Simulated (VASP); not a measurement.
# PtBr2 (R-3m) in VASP: single point with r2SCAN+U

Aim: the single point of PtBr2 with r2SCAN+U.

All numbers are computed with VASP 6.6.1; they aren't measurements. Logs are shortened: lines on timing, memory, paths and dates and some standing lists are left out, and cuts for length are marked.

### Step 1. The cell of the first run

Symmetry: R-3m, No. 166, trigonal system. Conventional cell: a = 4.055 Å, b = 4.055 Å, c = 18.391 Å, α = 90.00°, β = 90.00°, γ = 120.00°. Within 3.7 Å of Pt (site symmetry -3m) lie 6 Br at 2.78 Å. Within 4.1 Å of Br (site symmetry 3m) lie 3 Pt at 2.78 Å and 12 Br at 3.80 to 4.06 Å.

### Step 2. Single point, r2SCAN+U, collinear spin

POSCAR

```
PtBr2
1.0
    2.0275947800      1.1706323900      6.1301826500
   -2.0275947800      1.1706323900      6.1301826500
    0.0000000000     -2.3412647800      6.1301826500
Pt Br
1 2
Direct
    0.0000000000      0.0000000000      0.0000000000
    0.2520000000      0.2520000000      0.2520000000
    0.7480000000      0.7480000000      0.7480000000
```

INCAR.step1

```
ALGO     = Normal         # electronic algorithm
EDIFF    = 1E-4           # SCF threshold, eV
ENCUT    = 520            # plane-wave cutoff, eV
GGA      = PE             # functional
ISMEAR   = 0              # smearing method
ISPIN    = 2              # spin polarisation
LASPH    = True           # aspherical terms in the spheres
LCHARG   = False          # write CHGCAR
LDAU     = True           # DFT+U
LDAUJ    = 0 0          
LDAUL    = 2 -1           # shell
LDAUTYPE = 2            
LDAUU    = 6 0            # U, eV
LMAXMIX  = 4              # l up to which the mixer works
LREAL    = False          # projectors in reciprocal space
LWAVE    = True           # write WAVECAR
MAGMOM   = 4 0 0          # initial moments
NBANDS   = 23             # bands
NELM     = 150            # most SCF steps
NUPDOWN  = 4.0            # fixed moment
PREC     = Accurate       # precision mode
SIGMA    = 0.05           # smearing width, eV
```

INCAR.step2

```
ALGO     = Normal         # electronic algorithm
EDIFF    = 1E-7           # SCF threshold, eV
ENCUT    = 520            # plane-wave cutoff, eV
ISIF     = 2              # what is computed and relaxed
ISMEAR   = 0              # smearing method
ISPIN    = 2              # spin polarisation
ISTART   = 1            
LASPH    = True           # aspherical terms in the spheres
LCHARG   = False          # write CHGCAR
LDAU     = True           # DFT+U
LDAUJ    = 0 0          
LDAUL    = 2 -1           # shell
LDAUPRINT= 1            
LDAUTYPE = 2            
LDAUU    = 6 0            # U, eV
LMAXMIX  = 4              # l up to which the mixer works
LMIXTAU  = True         
LORBIT   = 11             # projections on sites
LREAL    = False          # projectors in reciprocal space
LWAVE    = False          # write WAVECAR
MAGMOM   = 4 0 0          # initial moments
METAGGA  = R2SCAN         # meta-GGA
NBANDS   = 23             # bands
NELM     = 150            # most SCF steps
NUPDOWN  = 4.0            # fixed moment
PREC     = Accurate       # precision mode
SIGMA    = 0.05           # smearing width, eV
```

KPOINTS

```
k-points
0
Gamma
  6 6 6
```

Potentials or basis: VASP PAW PBE potentials, release 64 (Pt, Br).

Command:

```console
> cat potpaw_PBE.64/Pt/POTCAR potpaw_PBE.64/Br/POTCAR > POTCAR
> cp INCAR.step1 INCAR
> mpirun -np 1 vasp_std > vasp.out
> cp INCAR.step2 INCAR
> mpirun -np 1 vasp_std > vasp.out
```

OUTCAR:

```text
EDIFF = 1E-7
   ENCUT = 520
   ISIF = 2
   ISMEAR = 0
   ISPIN = 2
   ISTART = 1
   LASPH = True
   LORBIT = 11
   LREAL = False
   METAGGA = R2SCAN
   NELM = 150
   NUPDOWN = 4.0
   PREC = Accurate

 ion  position               nearest neighbor table
   1  0.000  0.000  0.000-   3 2.78   2 2.78   3 2.78   3 2.78   2 2.78   2 2.78
   2  0.252  0.252  0.252-   1 2.78   1 2.78   1 2.78
   3  0.748  0.748  0.748-   1 2.78   1 2.78   1 2.78

  LATTYP: Found a trigonal (rhomboedric) cell.
 ALAT       =     6.5620621840
 COS(alpha) =     0.8090535272

  Lattice vectors:

 A1 = (   2.0275947800,   1.1706323900,   6.1301826500)
 A2 = (  -2.0275947800,   1.1706323900,   6.1301826500)
 A3 = (   0.0000000000,  -2.3412647800,   6.1301826500)

Analysis of symmetry for initial positions (statically):
=====================================================================
 Subroutine PRICEL returns:
 Original cell was already a primitive cell.

 Routine SETGRP: Setting up the symmetry group for a
 trigonal (rhombohedral) supercell.

 Subroutine GETGRP returns: Found 12 space group operations
 (whereof 12 operations were pure point group operations)
 out of a pool of 12 trial point group operations.

The static configuration has the point symmetry D_3d.

Analysis of symmetry for dynamics (positions and initial velocities):
=====================================================================
 Subroutine PRICEL returns:
 Original cell was already a primitive cell.

 Routine SETGRP: Setting up the symmetry group for a
 trigonal (rhombohedral) supercell.

 Subroutine GETGRP returns: Found 12 space group operations
 (whereof 12 operations were pure point group operations)
 out of a pool of 12 trial point group operations.

The dynamic configuration has the point symmetry D_3d.

Analysis of structural, dynamic, and magnetic symmetry:
=====================================================================
 Subroutine PRICEL returns:
 Original cell was already a primitive cell.

 Routine SETGRP: Setting up the symmetry group for a
 trigonal (rhombohedral) supercell.

 Subroutine GETGRP returns: Found 12 space group operations
 (whereof 12 operations were pure point group operations)
 out of a pool of 12 trial point group operations.

The overall configuration has the point symmetry D_3d.

 Subroutine INISYM returns: Found 12 space group operations
 (whereof 12 operations are pure point group operations),
 and found     1 'primitive' translations

----------------------------------------------------------------------------------------

                                     Primitive cell

  volume of cell :      87.3024

  direct lattice vectors                    reciprocal lattice vectors
     2.027594780  1.170632390  6.130182650     0.246597597  0.142373189  0.054375759
    -2.027594780  1.170632390  6.130182650    -0.246597597  0.142373189  0.054375759
     0.000000000 -2.341264780  6.130182650     0.000000000 -0.284746378  0.054375759

  length of vectors
     6.562062184  6.562062184  6.562062183     0.289891743  0.289891743  0.289891744

  position of ions in fractional coordinates (direct lattice)
     0.000000000  0.000000000  0.000000000
     0.252000000  0.252000000  0.252000000
     0.748000000  0.748000000  0.748000000

  ion indices of the primitive-cell ions
   primitive index   ion index
                 1           1
                 2           2
                 3           3

----------------------------------------------------------------------------------------

 KPOINTS: k-points

[... 59 lines left out ...]
   ISTART =      1    job   : 0-new  1-cont  2-samecut
   ICHARG =      0    charge: 1-file 2-atom 10-const
   ISPIN  =      2    spin polarized calculation?
   LNONCOLLINEAR =      F non collinear calculations
   LSORBIT =      F    spin-orbit coupling
   LASPH  =      T    aspherical Exc in radial PAW
   ENCUT  =  520.0 eV  38.22 Ry    6.18 a.u.  12.20 12.20 12.20*2*pi/ulx,y,z
   NELM   =    150;   NELMIN=  2; NELMDL=  0     # of ELM steps
   EDIFF  = 0.1E-06   stopping-criterion for ELM
   LREAL  =      F    real-space projection
   EDIFFG = 0.1E-05   stopping-criterion for IOM
   NSW    =      0    number of steps for IOM
   IBRION =     -1    ionic relax: 0-MD 1-quasi-New 2-CG
   NFREE  =      0    steps in history (QN), initial steepest desc. (CG)
   ISIF   =      2    stress and relaxation
   ISYM   =      2    0-nonsym 1-usesym 2-fastsym
   POTIM  = 0.5000    time-step for ionic-motion
   TEBEG  =    0.0;   TEEND  =   0.0 temperature during run
   PSTRESS=    0.0 pullay stress
   NELECT =      24.0000    total number of electrons
   NUPDOWN=       4.0000    fix difference up-down
   EMIN   =  10.00;   EMAX   =-10.00  energy-range for DOS
   EFERMI =   0.00;   METHOD = LEGACY
   ISMEAR =     0;   SIGMA  =   0.05  broadening in eV -4-tet -1-fermi 0-gaus
   EFERMI_NEDOS =   21; number of points for ismear=-14 and -15
   IALGO  =     38    algorithm
   IMIX   =      4    mixing-type and parameters
     AMIX     =   0.40;   BMIX     =  1.00
     AMIX_MAG =   1.60;   BMIX_MAG =  1.00
  volume/ion in A,a.u.               =      29.10       196.38
  Fermi-wavevector in a.u.,A,eV,Ry     =   1.064477  2.011571 15.416927  1.133112
  Thomas-Fermi vector in A             =   2.199997
   LORBIT       =     11    0 simple, 1 ext, 2 COOP (PROOUT), +10 PAW based schemes
 LDA+U is selected, type is set to LDAUTYPE =  2
   angular momentum for each species LDAUL =     2   -1
   U (eV)           for each species LDAUU =   6.0  0.0
   J (eV)           for each species LDAUJ =   0.0  0.0
   METAGGA = R2SCAN    functional components
   LHFCALC =     F    Hartree Fock is set to
   AEXX    =    0.0000 exact exchange contribution
   IVDW    =     0    specifies the selected vdW correction
   LEPSILON=     F    determine dielectric tensor
   LRPA    =     F    only Hartree local field effects (RPA)
 spin polarized calculation
 Gauss-broadening in eV      SIGMA  =   0.05
  energy-cutoff  :      520.00
  volume of cell :       87.30
 maximum number of plane-waves:      2373
 NGX is ok and might be reduce to    50
   NGX = 25   NGY = 25   NGZ = 25

atom =   1  type =  1  l = 2

 onsite density matrix

spin component  1

  0.9739  0.0000  0.0000  0.0180  0.0000
  0.0000  0.9837 -0.0000  0.0000  0.0180
  0.0000 -0.0000  0.9597 -0.0000 -0.0000
  0.0180  0.0000 -0.0000  0.9837  0.0000
  0.0000  0.0180 -0.0000  0.0000  0.9739

spin component  2

  0.6781 -0.0000  0.0000 -0.3641  0.0000
 -0.0000  0.4063  0.0000 -0.0000 -0.3641
  0.0000  0.0000  0.9303 -0.0000 -0.0000
 -0.3641 -0.0000 -0.0000  0.4063  0.0000
  0.0000 -0.3641 -0.0000  0.0000  0.6781

 occupancies and eigenvectors

  o =  0.1536  v =  0.0000  0.0000  0.0000  0.0000  0.0000  0.0000  0.8215  0.0000  0.0000  0.5702      0.0000  0.0000  0.0000  0.0000  0.0000  0.0000  0.0000  0.0000  0.0000  0.0000
  o =  0.1536  v =  0.0000  0.0000  0.0000  0.0000  0.0000  0.5702  0.0000 -0.0000  0.8215 -0.0000      0.0000  0.0000  0.0000  0.0000  0.0000  0.0000  0.0000  0.0000  0.0000  0.0000
  o =  0.9303  v =  0.0000  0.0000  0.0000  0.0000  0.0000  0.0000  0.0000 -1.0000 -0.0000 -0.0000      0.0000  0.0000  0.0000  0.0000  0.0000  0.0000  0.0000  0.0000  0.0000  0.0000
  o =  0.9308  v =  0.0000  0.0000  0.0000  0.0000  0.0000  0.0000  0.5702  0.0000  0.0000 -0.8215      0.0000  0.0000  0.0000  0.0000  0.0000  0.0000  0.0000  0.0000  0.0000  0.0000
  o =  0.9308  v =  0.0000  0.0000  0.0000  0.0000  0.0000 -0.8215  0.0000 -0.0000  0.5702 -0.0000      0.0000  0.0000  0.0000  0.0000  0.0000  0.0000  0.0000  0.0000  0.0000  0.0000
  o =  0.9597  v =  0.0000 -0.0000  1.0000 -0.0000  0.0000  0.0000  0.0000  0.0000  0.0000  0.0000      0.0000  0.0000  0.0000  0.0000  0.0000  0.0000  0.0000  0.0000  0.0000  0.0000
  o =  0.9601  v =  0.0000  0.6077  0.0000  0.0000 -0.7942  0.0000  0.0000  0.0000  0.0000  0.0000      0.0000  0.0000  0.0000  0.0000  0.0000  0.0000  0.0000  0.0000  0.0000  0.0000
  o =  0.9601  v = -0.7942  0.0000  0.0000  0.6077  0.0000  0.0000  0.0000  0.0000  0.0000  0.0000      0.0000  0.0000  0.0000  0.0000  0.0000  0.0000  0.0000  0.0000  0.0000  0.0000
  o =  0.9975  v =  0.0000 -0.7942  0.0000  0.0000 -0.6077  0.0000  0.0000  0.0000  0.0000  0.0000      0.0000  0.0000  0.0000  0.0000  0.0000  0.0000  0.0000  0.0000  0.0000  0.0000
  o =  0.9975  v = -0.6077  0.0000 -0.0000 -0.7942 -0.0000  0.0000  0.0000  0.0000  0.0000  0.0000      0.0000  0.0000  0.0000  0.0000  0.0000  0.0000  0.0000  0.0000  0.0000  0.0000

 number of electron      23.9999998 magnetization       4.0000000

 Free energy of the ion-electron system (eV)
  ---------------------------------------------------
  ext. energy  EPLUGINS =         0.00000000
  ---------------------------------------------------
  free energy    TOTEN  =       -70.64079212 eV

  energy without entropy =      -70.63590804  energy(sigma->0) =      -70.63835008

 E-fermi :  -0.2204     XC(G=0):  -9.2860

 val. band max:        4.8547506120   @ k =  -0.1667   0.5000   0.1667
 cond. band min:      -0.2132708564   @ k =   0.3333   0.1667   0.0000
 fundamental gap:     -5.0680214684
 Fermi energy:         5.1215915322

 spin component 1

 k-point     1 :       0.0000    0.0000    0.0000
  band No.  band energies     occupation
      1     -14.6093      1.00000
      2     -13.9696      1.00000
      3      -5.5205      1.00000
      4      -5.5205      1.00000
      5      -4.7111      1.00000
      6      -3.6123      1.00000
[... 1241 lines left out ...]
     22      15.2399      0.00000
     23      16.2328      0.00000

 [... further k-points ...]

------------------------ aborting loop because EDIFF is reached ----------------------------------------

  FORCE on cell =-STRESS in cart. coord.  units (eV):
  Direction    XX          YY          ZZ          XY          YZ          ZX
  --------------------------------------------------------------------------------------
  -------------------------------------------------------------------------------------
  Total        4.2776505      4.2776505      2.9289717     -0.0000000      0.0000000      0.0000000
  in kB       78.5035902     78.5035899     53.7525889     -0.0000000      0.0000000      0.0000000
  external PRESSURE =      70.2532563 kB  Pullay stress =       0.0000000 kB

 VOLUME and BASIS-vectors are now :
 -----------------------------------------------------------------------------
  energy-cutoff  :      520.00
  volume of cell :       87.30
      direct lattice vectors                 reciprocal lattice vectors
     2.027594780  1.170632390  6.130182650     0.246597597  0.142373189  0.054375759
    -2.027594780  1.170632390  6.130182650    -0.246597597  0.142373189  0.054375759
     0.000000000 -2.341264780  6.130182650     0.000000000 -0.284746378  0.054375759

 POSITION                                       TOTAL-FORCE (eV/Angst)
 -----------------------------------------------------------------------------------
      0.00000      0.00000      0.00000         0.000000      0.000000      0.000000
      0.00000      0.00000      4.63442         0.000000     -0.000000     -1.195466
      0.00000      0.00000     13.75613         0.000000     -0.000000      1.195466
 -----------------------------------------------------------------------------------
    total drift:                                0.000000      0.000000     -0.000000

  FREE ENERGIE OF THE ION-ELECTRON SYSTEM (eV)
  ---------------------------------------------------
  free  energy   TOTEN  =       -70.6407921240 eV

  energy  without entropy=      -70.6359080360  energy(sigma->0) =      -70.63835008

 total charge

# of ion       s       p       d       tot
------------------------------------------
    1        0.795   0.250   7.930   8.975
    2        1.625   3.127   0.034   4.786
    3        1.625   3.127   0.034   4.786
--------------------------------------------------
tot          4.045   6.504   7.997  18.546

 magnetization (x)

# of ion       s       p       d       tot
------------------------------------------
    1        0.428   0.018   1.767   2.213
    2        0.043   0.573   0.018   0.634
    3        0.043   0.573   0.018   0.634
--------------------------------------------------
tot          0.514   1.165   1.803   3.481
```

Run time: 29 min. Hardware: 1 thread of Intel Xeon Platinum 8259CL at 2.50GHz (Skylake/Cascade Lake), shared host; peak memory 0.55 GiB.

What came out:

* Free energy: -70.6408 eV
* Pressure: 7.0 GPa
* Largest force: 1.195 eV/Å
* Net moment: 4.00 μB per cell
* Site moments: Pt +2.21; Br +0.63 μB
* Valence electrons inside the program's atomic spheres: Pt 8.97; Br 4.79

Forces in eV/Å, atoms in the order of the input:
```
Pt   0.000  0.000  0.000
Br   0.000  0.000 -1.195
Br   0.000  0.000  1.195
```

Eigenvalues of the final occupation matrices:
```csv
site,spin,trace,eigenvalues
site 1 d,1,4.87,0.96 0.96 0.96 1.00 1.00
site 1 d,2,3.10,0.15 0.15 0.93 0.93 0.93
```

Caveat: the cell stands under pressure; the PAW data sets were made with another functional, which shifts forces and pressure a little; spin-orbit coupling is left out, which moves the levels of the heavy elements; the total moment is fixed, so each spin has its own Fermi level and the state may be an excited one.
